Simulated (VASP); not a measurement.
# Au: relaxation of cell and atoms with PBE

Crystal: Au.

```
Au
1.0
    -1.80066    1.80066    1.41353
     1.80066   -1.80066    1.41353
     1.80066    1.80066   -1.41353
Au
1
Direct
  0.50000 0.50000 0.00000
```

```json
{"Program": "VASP 6.6.1", "Task": "relaxation of cell and atoms", "Functional": "PBE", "Potentials or basis": "VASP PAW PBE potentials, release 64 (Au)", "Cutoff": "600 eV", "k mesh": "8 × 8 × 8", "Occupations": "gaussian, width 0.1 eV", "Spin": "no spin polarisation", "Dipole correction": "no", "Further INCAR settings": "ALGO = Fast; EDIFF = 1e-06; IBRION = 2; EDIFFG = -0.04; NSW = 90; ISIF = 3"}
```

- Relaxed volume: 18.35 Å³/atom
- Relaxed cell: a = 2.915 Å, b = 2.915 Å, c = 2.915 Å, α = 103.50°, β = 103.50°, γ = 122.23°
- Space group after relaxing (to 0.1 Å): I4/mmm (No. 139)
- Energy gained by relaxing: 0.4 meV/atom
- Ionic steps: 2
- Pressure after relaxing: 0.0 GPa
- Band gap on the k mesh: zero (an odd number of electrons rules out a gap without spin polarisation)

Stress tensor (GPa, compression positive):
```
 0.08  0.00  0.00
 0.00  0.08  0.00
 0.00  0.00 -0.30
```

Step by step:
| step | energy change (eV) | largest force (eV/Å) | pressure (GPa) | volume (Å³) |
| --- | --- | --- | --- | --- |
| 1 | 0.0000 | 0.0000 | 0.07 | 18.33 |
| 2 | -0.0004 | 0.0000 | -0.05 | 18.35 |

Final structure:
```xyz
1
Lattice="-1.8050 1.8050 1.4084 1.8050 -1.8050 1.4084 1.8050 1.8050 -1.4084" Properties=species:S:1:pos:R:3 pbc="T T T"
Au    0.0000    0.0000    1.4084
```

Levels at points of the mesh, in eV from the Fermi level:
```csv
k point,band 3,band 4,band 5,band 6,band 7,band 8,band 9
"(0.00, 0.00, 0.00)",-4.38,-3.74,-3.74,-2.34,14.49,14.49,20.33
"(0.50, 0.00, 0.00)",-3.14,-1.78,-1.72,0.27,4.16,11.35,11.85
"(0.50, 0.50, 0.00)",-4.20,-3.16,-1.70,-1.20,1.83,14.89,17.66
"(0.50, 0.50, 0.50)",-1.92,-1.92,-1.58,4.02,4.02,7.25,11.52
```

Run time: 7.8 s on 1 thread of Intel Xeon 6975P-C, with other jobs on the host, peak memory 0.15 GiB.

Caveat: spin-orbit coupling is left out, which moves the levels of the heavy elements.
